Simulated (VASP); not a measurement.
# Mg (Im-3m) in VASP: a series of runs

The runs below take Mg through single point, with r2SCAN.

Everything below comes from runs of VASP 6.6.1. Logs are shortened: lines on timing, memory, paths and dates and some standing lists are left out, and cuts for length are marked.

### 1 The cell of the first run

The structure is cubic, space group Im-3m (No. 229). Conventional cell: a = 3.461 Å, b = 3.461 Å, c = 3.461 Å, α = 90.00°, β = 90.00°, γ = 90.00°. Mg (site symmetry m-3m) has 14 Mg at 3.00 to 3.46 Å within 3.9 Å.

### 2 Single point, r2SCAN (volume scaled by 0.920)

The input, POSCAR:

```
Mg
1.0
   -1.7305707424      1.7305707424      1.7305707424
    1.7305707424     -1.7305707424      1.7305707424
    1.7305707424      1.7305707424     -1.7305707424
Mg
1
Direct
    0.0000000000      0.0000000000      0.0000000000
```

The input, INCAR.step1:

```
SYSTEM = Mg
  ALGO = Normal
  EDIFF = 1E-4
  ENCUT = 520
  GGA = PE
  ISMEAR = 0
  LASPH = .TRUE.
  LCHARG = .FALSE.
  LREAL = .FALSE.
  LWAVE = .TRUE.
  NBANDS = 7
  NELM = 100
  PREC = Accurate
  SIGMA = 0.05
```

The input, INCAR.step2:

```
SYSTEM = Mg
  ALGO = Normal
  EDIFF = 1E-7
  ENCUT = 520
  ISIF = 2
  ISMEAR = 0
  ISTART = 1
  LASPH = .TRUE.
  LCHARG = .FALSE.
  LMIXTAU = .TRUE.
  LREAL = .FALSE.
  LWAVE = .FALSE.
  METAGGA = R2SCAN
  NBANDS = 7
  NELM = 100
  PREC = Accurate
  SIGMA = 0.05
```

The input, KPOINTS:

```
k-points
0
G
  18 18 18
  0 0 0
```

Potentials or basis: VASP PAW PBE potentials, release 64 (Mg).

The run is started by

```console
cat potpaw_PBE.64/Mg/POTCAR > POTCAR
cp INCAR.step1 INCAR
mpirun -np 1 vasp_std > vasp.out
cp INCAR.step2 INCAR
mpirun -np 1 vasp_std > vasp.out
```

OUTCAR:

```text
SYSTEM = Mg
   EDIFF = 1E-7
   ENCUT = 520
   ISIF = 2
   ISMEAR = 0
   ISTART = 1
   LASPH = .TRUE.
   LREAL = .FALSE.
   METAGGA = R2SCAN
   NELM = 100
   PREC = Accurate

 ion  position               nearest neighbor table
   1  0.000  0.000  0.000-

  LATTYP: Found a body centered cubic cell.
 ALAT       =     3.4611414848

  Lattice vectors:

 A1 = (  -1.7305707424,   1.7305707424,   1.7305707424)
 A2 = (   1.7305707424,  -1.7305707424,   1.7305707424)
 A3 = (   1.7305707424,   1.7305707424,  -1.7305707424)

Analysis of symmetry for initial positions (statically):
=====================================================================
 Subroutine PRICEL returns:
 Original cell was already a primitive cell.

 Routine SETGRP: Setting up the symmetry group for a
 body centered cubic supercell.

 Subroutine GETGRP returns: Found 48 space group operations
 (whereof 48 operations were pure point group operations)
 out of a pool of 48 trial point group operations.

The static configuration has the point symmetry O_h .

Analysis of symmetry for dynamics (positions and initial velocities):
=====================================================================
 Subroutine PRICEL returns:
 Original cell was already a primitive cell.

 Routine SETGRP: Setting up the symmetry group for a
 body centered cubic supercell.

 Subroutine GETGRP returns: Found 48 space group operations
 (whereof 48 operations were pure point group operations)
 out of a pool of 48 trial point group operations.

The dynamic configuration has the point symmetry O_h .

 Subroutine INISYM returns: Found 48 space group operations
 (whereof 48 operations are pure point group operations),
 and found     1 'primitive' translations

----------------------------------------------------------------------------------------

                                     Primitive cell

  volume of cell :      20.7314

  direct lattice vectors                    reciprocal lattice vectors
    -1.730570742  1.730570742  1.730570742     0.000000000  0.288922023  0.288922023
     1.730570742 -1.730570742  1.730570742     0.288922023  0.000000000  0.288922023
     1.730570742  1.730570742 -1.730570742     0.288922023  0.288922023  0.000000000

  length of vectors
     2.997436452  2.997436452  2.997436452     0.408597444  0.408597444  0.408597444

  position of ions in fractional coordinates (direct lattice)
     0.000000000  0.000000000  0.000000000

[... 69 lines left out ...]
   ISPIN  =      1    spin polarized calculation?
   LNONCOLLINEAR =      F non collinear calculations
   LSORBIT =      F    spin-orbit coupling
   LASPH  =      T    aspherical Exc in radial PAW
   ENCUT  =  520.0 eV  38.22 Ry    6.18 a.u.   5.57  5.57  5.57*2*pi/ulx,y,z
   NELM   =    100;   NELMIN=  2; NELMDL=  0     # of ELM steps
   EDIFF  = 0.1E-06   stopping-criterion for ELM
   LREAL  =      F    real-space projection
   EDIFFG = 0.1E-05   stopping-criterion for IOM
   NSW    =      0    number of steps for IOM
   IBRION =     -1    ionic relax: 0-MD 1-quasi-New 2-CG
   NFREE  =      0    steps in history (QN), initial steepest desc. (CG)
   ISIF   =      2    stress and relaxation
   ISYM   =      2    0-nonsym 1-usesym 2-fastsym
   POTIM  = 0.5000    time-step for ionic-motion
   TEBEG  =    0.0;   TEEND  =   0.0 temperature during run
   PSTRESS=    0.0 pullay stress
   NELECT =       2.0000    total number of electrons
   NUPDOWN=      -1.0000    fix difference up-down
   EMIN   =  10.00;   EMAX   =-10.00  energy-range for DOS
   EFERMI =   0.00;   METHOD = LEGACY
   ISMEAR =     0;   SIGMA  =   0.05  broadening in eV -4-tet -1-fermi 0-gaus
   EFERMI_NEDOS =   21; number of points for ismear=-14 and -15
   IALGO  =     38    algorithm
   IMIX   =      4    mixing-type and parameters
     AMIX     =   0.40;   BMIX     =  1.00
     AMIX_MAG =   1.60;   BMIX_MAG =  1.00
  volume/ion in A,a.u.               =      20.73       139.90
  Fermi-wavevector in a.u.,A,eV,Ry     =   0.750831  1.418865  7.670244  0.563747
  Thomas-Fermi vector in A             =   1.847672
   LORBIT       =      0    0 simple, 1 ext, 2 COOP (PROOUT), +10 PAW based schemes
   METAGGA = R2SCAN    functional components
   LHFCALC =     F    Hartree Fock is set to
   AEXX    =    0.0000 exact exchange contribution
   IVDW    =     0    specifies the selected vdW correction
   LEPSILON=     F    determine dielectric tensor
   LRPA    =     F    only Hartree local field effects (RPA)
 non-spin polarized calculation
 Gauss-broadening in eV      SIGMA  =   0.05
  energy-cutoff  :      520.00
  volume of cell :       20.73
 maximum number of plane-waves:       586
   NGX = 11   NGY = 11   NGZ = 11

 number of electron       2.0000000 magnetization

 Free energy of the ion-electron system (eV)
  ---------------------------------------------------
  ext. energy  EPLUGINS =         0.00000000
  ---------------------------------------------------
  free energy    TOTEN  =        -4.10377175 eV

  energy without entropy =       -4.10302313  energy(sigma->0) =       -4.10339744

 E-fermi :   3.2389     XC(G=0):  -9.3750

 val. band max:        3.2329322298   @ k =   0.3889   0.2222  -0.0000
 cond. band min:       3.2501908865   @ k =   0.3889   0.1667   0.0000
 fundamental gap:      0.0172586567
 Fermi energy:         3.2388572449

 k-point     1 :       0.0000    0.0000    0.0000
  band No.  band energies     occupation
      1      -4.6458      2.00000
      2      17.8487      0.00000
      3      17.8487      0.00000
      4      17.8487      0.00000
      5      20.1152      0.00000
      6      20.1152      0.00000
      7      21.1121      0.00000
[... 221 lines left out ...]
 k-point    24 :       0.3889    0.1111   -0.0000
  band No.  band energies     occupation
      1       0.6890      2.00000
      2       3.6564      0.00000
      3      10.4105      0.00000
      4      13.5630      0.00000
      5      16.2336      0.00000
      6      19.1262      0.00000
      7      22.9598      0.00000

 [... further k-points ...]
[... 5 lines left out ...]
  --------------------------------------------------------------------------------------
  -------------------------------------------------------------------------------------
  Total        0.4510871      0.4510871      0.4510871      0.0000000      0.0000000      0.0000000
  in kB       34.8612503     34.8612503     34.8612503      0.0000000      0.0000000      0.0000000
  external PRESSURE =      34.8612503 kB  Pullay stress =       0.0000000 kB

 VOLUME and BASIS-vectors are now :
 -----------------------------------------------------------------------------
  energy-cutoff  :      520.00
  volume of cell :       20.73
      direct lattice vectors                 reciprocal lattice vectors
    -1.730570742  1.730570742  1.730570742     0.000000000  0.288922023  0.288922023
     1.730570742 -1.730570742  1.730570742     0.288922023  0.000000000  0.288922023
     1.730570742  1.730570742 -1.730570742     0.288922023  0.288922023  0.000000000

 POSITION                                       TOTAL-FORCE (eV/Angst)
 -----------------------------------------------------------------------------------
      0.00000      0.00000      0.00000        -0.000000     -0.000000     -0.000000
 -----------------------------------------------------------------------------------
    total drift:                               -0.000000      0.000000      0.000000

  FREE ENERGIE OF THE ION-ELECTRON SYSTEM (eV)
  ---------------------------------------------------
  free  energy   TOTEN  =        -4.1037717538 eV

  energy  without entropy=       -4.1030231260  energy(sigma->0) =       -4.10339744
```

Run time: 58 s. Hardware: 1 thread of Intel Xeon Platinum 8488C (Sapphire Rapids), shared host; peak memory 0.16 GiB.

What came out:

```
Free energy            : -4.1038 eV
Pressure               : 3.5 GPa
Band gap on the k mesh : zero (band 1 reaches 7.40 eV, above the bottom of band 2 at 2.37 eV)
```

Caveat: the PAW data sets were made with another functional, which shifts forces and pressure a little.

### 3 Single point, r2SCAN (volume scaled by 0.720)

The input, POSCAR:

```
Mg
1.0
   -1.5947927285      1.5947927285      1.5947927285
    1.5947927285     -1.5947927285      1.5947927285
    1.5947927285      1.5947927285     -1.5947927285
Mg
1
Direct
    0.0000000000      0.0000000000      0.0000000000
```

The input, INCAR.step1:

```
PREC     = Accurate       # precision mode
ENCUT    = 520            # plane-wave cutoff, eV
ISMEAR   = 0              # smearing method
SIGMA    = 0.05           # smearing width, eV
LREAL    = False          # projectors in reciprocal space
LASPH    = True           # aspherical terms in the spheres
NELM     = 100            # most SCF steps
NBANDS   = 7              # bands
GGA      = PE             # functional
ALGO     = Normal         # electronic algorithm
EDIFF    = 1E-4           # SCF threshold, eV
LWAVE    = True           # write WAVECAR
LCHARG   = False          # write CHGCAR
```

The input, INCAR.step2:

```
PREC     = Accurate       # precision mode
ENCUT    = 520            # plane-wave cutoff, eV
EDIFF    = 1E-6           # SCF threshold, eV
ISMEAR   = 0              # smearing method
SIGMA    = 0.05           # smearing width, eV
LREAL    = False          # projectors in reciprocal space
LASPH    = True           # aspherical terms in the spheres
NELM     = 100            # most SCF steps
ALGO     = Normal         # electronic algorithm
ISIF     = 2              # what is computed and relaxed
LWAVE    = False          # write WAVECAR
LCHARG   = False          # write CHGCAR
METAGGA  = R2SCAN         # meta-GGA
LMIXTAU  = True         
NBANDS   = 7              # bands
ISTART   = 1
```

The input, KPOINTS:

```
Automatic mesh
0
Gamma
  20 20 20
```

Potentials or basis: VASP PAW PBE potentials, release 64 (Mg).

The run is started by

```console
cat potpaw_PBE.64/Mg/POTCAR > POTCAR
cp INCAR.step1 INCAR
mpirun -np 1 vasp_std > vasp.out
cp INCAR.step2 INCAR
mpirun -np 1 vasp_std > vasp.out
```

Run time: 69 s. Hardware: 1 thread of Intel Xeon Platinum 8488C (Sapphire Rapids), shared host; peak memory 0.16 GiB.

It converged, with:

```
Free energy            : -3.7747 eV
Pressure               : 23.6 GPa
Band gap on the k mesh : zero (band 1 reaches 8.94 eV, above the bottom of band 2 at 3.92 eV)
```

Levels at points of the mesh, in eV from the Fermi level:
```tsv
k point	band 1	band 2	band 3	band 4	band 5
(0.00, 0.00, 0.00)	-9.15	16.47	16.47	16.47	19.03
(0.50, 0.00, 0.00)	-2.27	-0.91	10.46	13.28	13.42
(0.50, 0.50, 0.50)	4.11	4.11	5.34	5.34	5.34
```

Caveat: the PAW data sets were made with another functional, which shifts forces and pressure a little.
